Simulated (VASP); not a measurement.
# Zn (Pm-3m) in VASP: a series of runs

Zn is run at these levels: PBE; tasks: single point, relaxation of cell and atoms.

Program: VASP 6.6.1. These are calculated values, not measurements. Logs are shortened: lines on timing, memory, paths and dates and some standing lists are left out, and cuts for length are marked.

## (1) The cell of the first run

The structure is cubic, space group Pm-3m (No. 221). Conventional cell: a = 2.436 Å, b = 2.436 Å, c = 2.436 Å, α = 90.00°, β = 90.00°, γ = 90.00°. Within 3.2 Å of Zn (site symmetry m-3m) lie 6 Zn at 2.44 Å.

## (2) Single point, PBE

INCAR

```
SYSTEM = Zn
PREC = Accurate
ENCUT = 520
EDIFF = 1E-6
ISMEAR = 1
SIGMA = 0.05
LREAL = .FALSE.
LASPH = .TRUE.
NELM = 80
ALGO = Normal
ISIF = 2
LWAVE = .FALSE.
LCHARG = .FALSE.
GGA = PE
NBANDS = 12
```

KPOINTS

```
Automatic mesh
0
G
  9 9 9
  0 0 0
```

POSCAR

```
Zn
1.0
    2.4362772099      0.0000000000      0.0000000000
    0.0000000000      2.4362772099      0.0000000000
    0.0000000000      0.0000000000      2.4362772099
Zn
1
Direct
    0.0000000000      0.0000000000      0.0000000000
```

Potentials or basis: VASP PAW PBE potentials, release 64 (Zn).

Command:

```console
$ cat potpaw_PBE.64/Zn/POTCAR > POTCAR
$ mpirun -np 1 vasp_std > vasp.out
```

OUTCAR:

```text
SYSTEM = Zn
   PREC = Accurate
   ENCUT = 520
   EDIFF = 1E-6
   ISMEAR = 1
   LREAL = .FALSE.
   LASPH = .TRUE.
   NELM = 80
   ISIF = 2
   GGA = PE

 ion  position               nearest neighbor table
   1  0.000  0.000  0.000-

  LATTYP: Found a simple cubic cell.
 ALAT       =     2.4362772099

  Lattice vectors:

 A1 = (   2.4362772099,   0.0000000000,   0.0000000000)
 A2 = (   0.0000000000,   2.4362772099,   0.0000000000)
 A3 = (   0.0000000000,   0.0000000000,   2.4362772099)

Analysis of symmetry for initial positions (statically):
=====================================================================
 Subroutine PRICEL returns:
 Original cell was already a primitive cell.

 Routine SETGRP: Setting up the symmetry group for a
 simple cubic supercell.

 Subroutine GETGRP returns: Found 48 space group operations
 (whereof 48 operations were pure point group operations)
 out of a pool of 48 trial point group operations.

The static configuration has the point symmetry O_h .

Analysis of symmetry for dynamics (positions and initial velocities):
=====================================================================
 Subroutine PRICEL returns:
 Original cell was already a primitive cell.

 Routine SETGRP: Setting up the symmetry group for a
 simple cubic supercell.

 Subroutine GETGRP returns: Found 48 space group operations
 (whereof 48 operations were pure point group operations)
 out of a pool of 48 trial point group operations.

The dynamic configuration has the point symmetry O_h .

 Subroutine INISYM returns: Found 48 space group operations
 (whereof 48 operations are pure point group operations),
 and found     1 'primitive' translations

----------------------------------------------------------------------------------------

                                     Primitive cell

  volume of cell :      14.4604

  direct lattice vectors                    reciprocal lattice vectors
     2.436277210  0.000000000  0.000000000     0.410462322  0.000000000  0.000000000
     0.000000000  2.436277210  0.000000000     0.000000000  0.410462322  0.000000000
     0.000000000  0.000000000  2.436277210     0.000000000  0.000000000  0.410462322

  length of vectors
     2.436277210  2.436277210  2.436277210     0.410462322  0.410462322  0.410462322

  position of ions in fractional coordinates (direct lattice)
     0.000000000  0.000000000  0.000000000

  ion indices of the primitive-cell ions
   primitive index   ion index
                 1           1

[... 81 lines left out ...]
   PSTRESS=    0.0 pullay stress
   NELECT =      12.0000    total number of electrons
   NUPDOWN=      -1.0000    fix difference up-down
   EMIN   =  10.00;   EMAX   =-10.00  energy-range for DOS
   EFERMI =   0.00;   METHOD = LEGACY
   ISMEAR =     1;   SIGMA  =   0.05  broadening in eV -4-tet -1-fermi 0-gaus
   EFERMI_NEDOS =   21; number of points for ismear=-14 and -15
   IALGO  =     38    algorithm
   IMIX   =      4    mixing-type and parameters
     AMIX     =   0.40;   BMIX     =  1.00
     AMIX_MAG =   1.60;   BMIX_MAG =  1.00
  volume/ion in A,a.u.               =      14.46        97.58
  Fermi-wavevector in a.u.,A,eV,Ry     =   1.538421  2.907194 32.201443  2.366739
  Thomas-Fermi vector in A             =   2.644792
   LORBIT       =      0    0 simple, 1 ext, 2 COOP (PROOUT), +10 PAW based schemes
   GGA     = PE    functional components
   LHFCALC =     F    Hartree Fock is set to
   AEXX    =    0.0000 exact exchange contribution
   IVDW    =     0    specifies the selected vdW correction
   LEPSILON=     F    determine dielectric tensor
   LRPA    =     F    only Hartree local field effects (RPA)
 non-spin polarized calculation
 Methfessel and Paxton  Order N= 1 SIGMA  =   0.05
  energy-cutoff  :      520.00
  volume of cell :       14.46
 maximum number of plane-waves:       401
 NGX is ok and might be reduce to    18
   NGX =  9   NGY =  9   NGZ =  9

 number of electron      12.0000011 magnetization

 Free energy of the ion-electron system (eV)
  ---------------------------------------------------
  ext. energy  EPLUGINS =         0.00000000
  ---------------------------------------------------
  free energy    TOTEN  =        -0.68741032 eV

  energy without entropy =       -0.68672852  energy(sigma->0) =       -0.68718305

 E-fermi :   3.1299     XC(G=0): -11.7463

 val. band max:        3.1127874204   @ k =   0.4444   0.2222   0.1111
 cond. band min:       3.1595760213   @ k =   0.4444   0.4444   0.0000
 fundamental gap:      0.0467886009
 Fermi energy:         3.1298535684

 k-point     1 :       0.0000    0.0000    0.0000
  band No.  band energies     occupation
      1      -7.3520      2.00000
      2      -5.4353      2.00000
      3      -5.4353      2.00000
      4      -3.7052      2.00000
      5      -3.7052      2.00000
      6      -3.7052      2.00000
      7      17.4951      0.00000
      8      17.4951      0.00000
      9      17.4951      0.00000
     10      20.5906      0.00000
     11      20.5906      0.00000
     12      24.3602      0.00000
[... 331 lines left out ...]
 k-point    24 :       0.4444    0.3333    0.1111
  band No.  band energies     occupation
      1      -5.1664      2.00000
      2      -4.8712      2.00000
      3      -4.2720      2.00000
      4      -4.1490      2.00000
      5      -3.7625      2.00000
      6       1.5479      2.00000
      7       4.4293      0.00000
      8      10.8544      0.00000
      9      13.9653      0.00000
     10      22.1155      0.00000
     11      24.7638      0.00000
     12      30.0970      0.00000

 [... further k-points ...]

------------------------ aborting loop because EDIFF is reached ----------------------------------------

  FORCE on cell =-STRESS in cart. coord.  units (eV):
  Direction    XX          YY          ZZ          XY          YZ          ZX
  --------------------------------------------------------------------------------------
  -------------------------------------------------------------------------------------
  Total        1.8698248      1.8698248      1.8698248      0.0000000      0.0000000      0.0000000
  in kB      207.1721583    207.1721583    207.1721583      0.0000000      0.0000000      0.0000000
  external PRESSURE =     207.1721583 kB  Pullay stress =       0.0000000 kB

 VOLUME and BASIS-vectors are now :
 -----------------------------------------------------------------------------
  energy-cutoff  :      520.00
  volume of cell :       14.46
      direct lattice vectors                 reciprocal lattice vectors
     2.436277210  0.000000000  0.000000000     0.410462322  0.000000000  0.000000000
     0.000000000  2.436277210  0.000000000     0.000000000  0.410462322  0.000000000
     0.000000000  0.000000000  2.436277210     0.000000000  0.000000000  0.410462322

 POSITION                                       TOTAL-FORCE (eV/Angst)
 -----------------------------------------------------------------------------------
      0.00000      0.00000      0.00000         0.000000      0.000000      0.000000
 -----------------------------------------------------------------------------------
    total drift:                               -0.000000      0.000000      0.000000

  FREE ENERGIE OF THE ION-ELECTRON SYSTEM (eV)
  ---------------------------------------------------
  free  energy   TOTEN  =        -0.6874103184 eV

  energy  without entropy=       -0.6867285171  energy(sigma->0) =       -0.68718305
```

OSZICAR:

```text
N       E                     dE             d eps       ncg     rms          rms(c)
DAV:   1     0.414501005013E+02    0.41450E+02   -0.66333E+03   896   0.157E+03
DAV:   2     0.425251357255E+00   -0.41025E+02   -0.38666E+02   860   0.208E+02
DAV:   3    -0.808283460791E+00   -0.12335E+01   -0.12313E+01  1024   0.358E+01
DAV:   4    -0.811054109461E+00   -0.27706E-02   -0.27706E-02   904   0.162E+00
DAV:   5    -0.811056233023E+00   -0.21236E-05   -0.21231E-05   956   0.437E-02    0.346E+00
DAV:   6    -0.699096287190E+00    0.11196E+00   -0.57328E-01  1012   0.153E+01    0.245E+00
DAV:   7    -0.690882236828E+00    0.82141E-02   -0.13215E-02   892   0.223E+00    0.124E+00
DAV:   8    -0.687416026412E+00    0.34662E-02   -0.15794E-03  1008   0.509E-01    0.286E-02
DAV:   9    -0.687409442067E+00    0.65843E-05   -0.12199E-04  1204   0.163E-01    0.174E-02
DAV:  10    -0.687410318396E+00   -0.87633E-06   -0.62990E-06   872   0.330E-02
   1 F= -.68741032E+00 E0= -.68718305E+00  d E =-.681801E-03
```

stdout:

```text
POSCAR found type information on POSCAR Zn
 POSCAR found :  1 types and       1 ions
 scaLAPACK will be used
 LDA part: xc-table for (Slater+PW92), standard interpolation
 POSCAR, INCAR and KPOINTS ok, starting setup
 FFT: planning ... GRIDC
 FFT: planning ... GRID_SOFT
 FFT: planning ... GRID
 WAVECAR not read
 entering main loop
```

It took 7.6 s on 1 thread of Intel Xeon 8259CL, shared host; peak memory 0.11 GiB.

What came out:

| Item | Value |
| --- | --- |
| Free energy | -0.6874 eV |
| Pressure | 20.7 GPa |
| Band gap on the k mesh | zero (band 6 reaches 7.93 eV, above the bottom of band 7 at 1.71 eV) |

## (3) Single point, PBE

This run uses another cell than the first one, of 18.09 Å³/atom, 1.251 times its volume.

INCAR

```
SYSTEM = Zn
PREC     = Accurate       ! precision mode
ENCUT    = 520            ! plane-wave cutoff, eV
EDIFF    = 1E-6           ! SCF threshold, eV
ISMEAR   = 1              ! smearing method
SIGMA    = 0.05           ! smearing width, eV
LREAL    = .FALSE.        ! projectors in reciprocal space
LASPH    = .TRUE.         ! aspherical terms in the spheres
NELM     = 80             ! most SCF steps
ALGO     = Normal         ! electronic algorithm
ISIF     = 2              ! what is computed and relaxed
LWAVE    = .FALSE.        ! write WAVECAR
LCHARG   = .FALSE.        ! write CHGCAR
GGA      = PE             ! functional
NBANDS   = 12             ! bands
```

KPOINTS

```
regular mesh
0
G
  9 9 9
  0 0 0
```

POSCAR

```
Zn
1.0
    2.6252060110      0.0000000000      0.0000000000
    0.0000000000      2.6252060110      0.0000000000
    0.0000000000      0.0000000000      2.6252060110
Zn
1
Direct
    0.0000000000      0.0000000000      0.0000000000
```

Potentials or basis: VASP PAW PBE potentials, release 64 (Zn).

Command:

```console
$ cat potpaw_PBE.64/Zn/POTCAR > POTCAR
$ mpirun -np 1 vasp_std > vasp.out
```

It took 12 s on 1 thread of Intel Xeon 8259CL, shared host; peak memory 0.12 GiB.

It converged, with:

```yaml
Free_energy: -0.8764 eV
Pressure: 0.2 GPa
Band_gap_on_the_k_mesh: zero (band 6 reaches 5.69 eV, above the bottom of band 7 at 0.33 eV)
```

Levels at points of the mesh, in eV from the Fermi level:
```
           k point  band 4  band 5  band 6  band 7  band 8  band 9
(0.00, 0.00, 0.00)   -6.62   -6.62   -6.62   12.38   12.38   12.38
```

## (4) Relaxation of cell and atoms, PBE

This run uses another cell than the first one, of 16.78 Å³/atom, 1.160 times its volume.

INCAR

```
SYSTEM = Zn
PREC = Accurate
ENCUT = 600
EDIFF = 1E-6
ISMEAR = 1
SIGMA = 0.05
LREAL = .FALSE.
LASPH = .TRUE.
NELM = 100
ALGO = Normal
ISIF = 3
LWAVE = .FALSE.
LCHARG = .FALSE.
GGA = PE
IBRION = 2
NSW = 80
EDIFFG = -0.01
```

KPOINTS is that of step 3.

POSCAR

```
Zn
1.0
    2.5600000000      0.0000000000      0.0000000000
    0.0000000000      2.5600000000      0.0000000000
    0.0000000000      0.0000000000      2.5600000000
Zn
1
Direct
    0.0000000000      0.0000000000      0.0000000000
```

Command:

```console
$ cat potpaw_PBE.64/Zn/POTCAR > POTCAR
$ mpirun -np 1 vasp_std > vasp.out
```

Wall time 22 s (1 thread of Intel Xeon 8259CL, shared host); peak memory 0.13 GiB.

It converged, with:

```yaml
Free_energy: -0.8758 eV
Relaxed_volume: 18.15 Å³/atom
Relaxed_cell: a = 2.628 Å, b = 2.628 Å, c = 2.628 Å, α = 90.00°, β = 90.00°, γ = 90.00°
Space_group_after_relaxing_to_0.05_Å: Pm-3m (No. 221)
Energy_gained_by_relaxing: 19.2 meV/atom
Ionic_steps: 3
Pressure_after_relaxing: 0.0 GPa
Band_gap_on_the_k_mesh: zero (band 6 reaches 5.66 eV, above the bottom of band 7 at 0.31 eV)
```

The path:
```csv
step,energy change (eV),largest force (eV/Å),pressure (GPa),volume (Å³)
1,0.0000,0.0000,4.83,16.78
2,-0.0190,0.0000,0.31,18.04
3,-0.0192,0.0000,0.04,18.15
```

Final structure:
```cif
data_structure
_symmetry_space_group_name_H-M 'P 1'
_symmetry_Int_Tables_number 1
_cell_length_a 2.6278
_cell_length_b 2.6278
_cell_length_c 2.6278
_cell_angle_alpha 90.000
_cell_angle_beta 90.000
_cell_angle_gamma 90.000
_cell_volume 18.15
loop_
_atom_site_label
_atom_site_type_symbol
_atom_site_fract_x
_atom_site_fract_y
_atom_site_fract_z
_atom_site_occupancy
Zn1 Zn 0.00000 0.00000 0.00000 1
```

Levels at points of the mesh, in eV from the Fermi level:
```tsv
k point	band 2	band 3	band 4	band 5	band 6	band 7	band 8	band 9	band 10
(0.00, 0.00, 0.00)	-7.77	-7.77	-6.62	-6.62	-6.62	12.35	12.35	12.35	15.27
```

## (5) Relaxation of cell and atoms, PBE, target pressure 20 GPa, at which the enthalpy is minimised

This run uses another cell than the first one, of 16.78 Å³/atom, 1.160 times its volume.

INCAR

```
SYSTEM = Zn
ALGO = Normal
EDIFF = 1E-7
EDIFFG = -0.01
ENCUT = 600
GGA = PE
IBRION = 2
ISIF = 3
ISMEAR = 1
LASPH = .True.
LCHARG = .False.
LREAL = .False.
LWAVE = .False.
NELM = 60
NSW = 80
PREC = Accurate
PSTRESS = 200.0
SIGMA = 0.05
```

KPOINTS

```
k-points
0
Gamma
  9 9 9
  0 0 0
```

POSCAR is that of step 4.

Command:

```console
$ cat potpaw_PBE.64/Zn/POTCAR > POTCAR
$ mpirun -np 1 vasp_std > vasp.out
```

It took 42 s on 1 thread of Intel Xeon 8259CL, shared host; peak memory 0.13 GiB.

The run converged. Its results:

| Item | Value |
| --- | --- |
| Free energy | -0.6939 eV |
| Relaxed volume | 14.51 Å³/atom |
| Relaxed cell | a = 2.439 Å, b = 2.439 Å, c = 2.439 Å, α = 90.00°, β = 90.00°, γ = 90.00° |
| Space group after relaxing (to 0.05 Å) | Pm-3m (No. 221) |
| Energy change on relaxing (the enthalpy is what falls) | +162.7 meV/atom |
| Ionic steps | 6 |
| Pressure after relaxing | 20.0 GPa |
| Band gap on the k mesh | zero (band 6 reaches 7.90 eV, above the bottom of band 7 at 1.68 eV) |

The path:
```tsv
step	energy change (eV)	largest force (eV/Å)	pressure (GPa)	volume (Å³)
1	0.0000	0.0000	4.85	16.78
2	0.3819	0.0000	35.42	13.21
3	0.1605	0.0000	19.84	14.52
4	0.1659	0.0000	20.26	14.48
5	0.1601	0.0000	19.82	14.53
6	0.1627	0.0000	20.01	14.51
```

Final structure:
```xyz
1
Lattice="2.4389 0.0000 0.0000 0.0000 2.4389 0.0000 0.0000 0.0000 2.4389" Properties=species:S:1:pos:R:3 pbc="T T T"
Zn    0.0000    0.0000    0.0000
```

Levels at points of the mesh, in eV from the Fermi level:
```tsv
k point	band 2	band 3	band 4	band 5	band 6	band 7	band 8	band 9	band 10
(0.00, 0.00, 0.00)	-8.55	-8.55	-6.83	-6.83	-6.83	14.34	14.34	14.34	17.43
```

Caveat: the cell is relaxed towards a set pressure, so the enthalpy falls and the energy may rise.

## (6) The runs side by side

| task | cell | cutoff (eV) | gap on the mesh (eV) | pressure (GPa) |
| --- | --- | --- | --- | --- |
| single point | a = 2.436 Å, 1 atom | 520 | none | 20.7 |
| single point | a = 2.625 Å, 1 atom | 520 | none | 0.2 |
| relaxation of cell and atoms | relaxed from a = 2.560 Å, 1 atom | 600 | none | 0.0 |
| relaxation of cell and atoms | relaxed to 20 GPa from a = 2.560 Å, 1 atom | 600 | none | 20.0 |

Alike in all rows: level PBE; potentials or basis VASP PAW PBE potentials, release 64 (Zn); no spin polarisation; k mesh 9 × 9 × 9; smearing methfessel-paxton 0.05 eV.

Caveats: the cell is relaxed towards a set pressure, so the enthalpy falls and the energy may rise (some runs).

Total energies depend on the potentials used, so only differences within one code and one set of settings carry meaning.
